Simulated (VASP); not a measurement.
Pd, 1 atom in the cell. It takes space group Fm-3m (No. 225, cubic). Conventional cell: a = 3.919 Å, b = 3.919 Å, c = 3.919 Å, α = 90.00°, β = 90.00°, γ = 90.00°. Pd (site symmetry m-3m) has 12 Pd at 2.77 Å within 3.7 Å. 

- Program: VASP 6.6.1
- Task: single point
- Functional: PBEsol-based screened hybrid with 25 % exact exchange
- Potentials or basis: VASP PAW PBE potentials, release 64 (Pd_sv_GW)
- Cutoff: 470 eV
- k mesh: 6 × 6 × 6
- Occupations: fermi-dirac, width 0.05 eV
- Spin: no spin polarisation
- Dipole correction: no
- Grid for exact exchange (PRECFOCK): Normal
- Share of exact exchange: 0.25
- Further INCAR settings: ALGO = Normal; EDIFF = 1e-06; NBANDS = 15
- Screening parameter: 0.207 1/Å

Potentials or basis: VASP PAW PBE potentials, release 64 (Pd_sv_GW).

Run with:

```console
$ cat potpaw_PBE.64/Pd_sv_GW/POTCAR > POTCAR
$ cp INCAR.step1 INCAR
$ mpirun -np 1 vasp_std > vasp.out
$ cp INCAR.step2 INCAR
$ mpirun -np 1 vasp_std > vasp.out
```

Hardware: 1 thread of Intel(R) Xeon(R) 6975P-C (Granite Rapids) (shared host).

Question: How long does it take, and how much memory?

Answer: Wall time 7.3 min on 1 thread of Intel(R) Xeon(R) 6975P-C (Granite Rapids), with other jobs on the host, peak memory 0.24 GiB. Counts: k points 16.
